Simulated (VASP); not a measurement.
Write the native input for VASP 6.6.1 that does the following.

| Property | Result |
| --- | --- |
| Task | single point |
| Functional | PBE-based screened hybrid with 25 % exact exchange |
| Potentials or basis | VASP PAW PBE potentials, release 64 (Sb) |
| Cutoff | 520 eV |
| k mesh | 6 × 6 × 6 |
| Occupations | fermi-dirac, width 0.05 eV |
| Spin | no spin polarisation |
| Dipole correction | no |
| Grid for exact exchange (PRECFOCK) | Normal |
| Share of exact exchange | 0.25 |
| Further INCAR settings | ALGO = Normal; EDIFF = 1e-07; NBANDS = 8 |
| Screening parameter | 0.20787 1/Å |

Crystal: Sb.

```
CELL_PARAMETERS angstrom
-1.87134 1.87134 1.87134
1.87134 -1.87134 1.87134
1.87134 1.87134 -1.87134
ATOMIC_POSITIONS crystal
Sb 0.00000 0.00000 0.00000
```

This isn't the form of Sb at room conditions, which is rhombohedral.

One way to write it, as run:

POSCAR

```
Sb
1.0
   -1.8713408863      1.8713408863      1.8713408863
    1.8713408863     -1.8713408863      1.8713408863
    1.8713408863      1.8713408863     -1.8713408863
Sb
1
Direct
    0.0000000000      0.0000000000      0.0000000000
```

INCAR.step1

```
PREC = Accurate
ENCUT = 520
EDIFF = 1E-5
ISMEAR = -1
SIGMA = 0.05
LREAL = False
LASPH = True
NELM = 80
ALGO = Normal
ISIF = 2
LWAVE = True
NBANDS = 8
GGA = PE
```

INCAR.step2

```
PREC = Accurate
ENCUT = 520
EDIFF = 1E-7
ISMEAR = -1
SIGMA = 0.05
LREAL = False
LASPH = True
NELM = 80
ALGO = Normal
ISIF = 2
LWAVE = False
LCHARG = True
GGA = PE
LHFCALC = True
AEXX = 0.25
HFSCREEN = 0.2078699
PRECFOCK = Normal
LELF = True
LVHAR = True
NBANDS = 8
ISTART = 1
```

KPOINTS

```
regular mesh
0
Gamma
  6 6 6
```

Potentials or basis: VASP PAW PBE potentials, release 64 (Sb).

Command:

```bash
$ cat potpaw_PBE.64/Sb/POTCAR > POTCAR
$ cp INCAR.step1 INCAR
$ mpirun -np 1 vasp_std > vasp.out
$ cp INCAR.step2 INCAR
$ mpirun -np 1 vasp_std > vasp.out
```

It gave:

```json
{
  "Pressure": "0.4 GPa",
  "Band gap on the k mesh": "zero (an odd number of electrons rules out a gap without spin polarisation)"
}
```

Caveat: the k points lie up to 0.40 Å⁻¹ apart, too coarse for converged energies and pressures of a metal; the PAW data sets were made with another functional, which shifts forces and pressure a little; spin-orbit coupling is left out, which moves the levels of the heavy elements.

Run time: 11 min on 1 thread of AMD EPYC 7R43 64-Core Processor (Zen 3), on a shared host, peak memory 0.21 GiB.
